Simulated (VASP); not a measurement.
Input of a VASP 6.6.1 run:

INCAR

```
PREC     = Accurate       # precision mode
ENCUT    = 520            # plane-wave cutoff, eV
EDIFF    = 1E-6           # SCF threshold, eV
ISMEAR   = -1             # smearing method
SIGMA    = 0.15           # smearing width, eV
LREAL    = False          # projectors in reciprocal space
LASPH    = True           # aspherical terms in the spheres
NELM     = 80             # most SCF steps
ALGO     = Normal         # electronic algorithm
ISIF     = 2              # what is computed and relaxed
LWAVE    = False          # write WAVECAR
LCHARG   = True           # write CHGCAR
GGA      = PS             # functional
LELF     = True           # ELF
LVHAR    = True         
NBANDS   = 15             # bands
```

Contents of KPOINTS:

```
Automatic mesh
0
Gamma
  16 16 16
```

File POSCAR:

```
TaN
1.0
    0.0000000000      2.1440865220      2.1440865220
    2.1440865220      0.0000000000      2.1440865220
    2.1440865220      2.1440865220      0.0000000000
Ta N
1 1
Direct
    0.5000000000      0.5000000000      0.5000000000
    0.0000000000      0.0000000000      0.0000000000
```

Potentials or basis: VASP PAW PBE potentials, release 64 (Ta_pv, N).

Launch:

```console
$ cat potpaw_PBE.64/Ta_pv/POTCAR potpaw_PBE.64/N/POTCAR > POTCAR
$ mpirun -np 1 vasp_std > vasp.out
```

Question: What does it give for the band gap on the k mesh?

Answer: Zero (bands 8 and 9 overlap by 4.51 eV).

Question: Predict the pressure.

Answer: 26.4 GPa.

Caveat: the cell stands under pressure; the PAW data sets were made with another functional, which shifts forces and pressure a little; spin-orbit coupling is left out, which moves the levels of the heavy elements.
